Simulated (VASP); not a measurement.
Crystal: TiH6.

```
Ti H
1.0
     3.27291    0.00000    0.00000
     0.00000    3.27291    0.00000
     0.00000    0.00000    3.27291
Ti H
1 6
Direct
  0.50000 0.50000 0.50000
  0.64319 0.00000 0.00000
  0.35681 0.00000 0.00000
  0.00000 0.64319 0.00000
  0.00000 0.35681 0.00000
  0.00000 0.00000 0.64319
  0.00000 0.00000 0.35681
```

The cell was generated, and may not be a known phase.

Base run:

| Property | Result |
| --- | --- |
| Program | VASP 6.6.1 |
| Functional | PBE |
| Potentials or basis | VASP PAW PBE potentials, release 64 (Ti_sv, H) |
| Cutoff | 500 eV |
| k mesh | 6 × 6 × 6 |
| Occupations | gaussian, width 0.1 eV |
| Spin | no spin polarisation |

Its results: pressure -0.5 GPa; largest force 0.034 eV/Å.

Task: The run is repeated on the same cell with these changes: spin from no spin polarisation to collinear spin; further incar settings from ALGO = Normal; EDIFF = 1e-06; NBANDS = 18 to ALGO = Normal; EDIFF = 1e-06; NBANDS = 22. What comes out?

Result: Pressure 0.1 GPa; net moment 0.63 μB per cell; site moments Ti +0.46; H -0.00 μB; largest force 0.004 eV/Å.

Caveats: a moment this small can come from the mesh or the smearing (at least some runs).
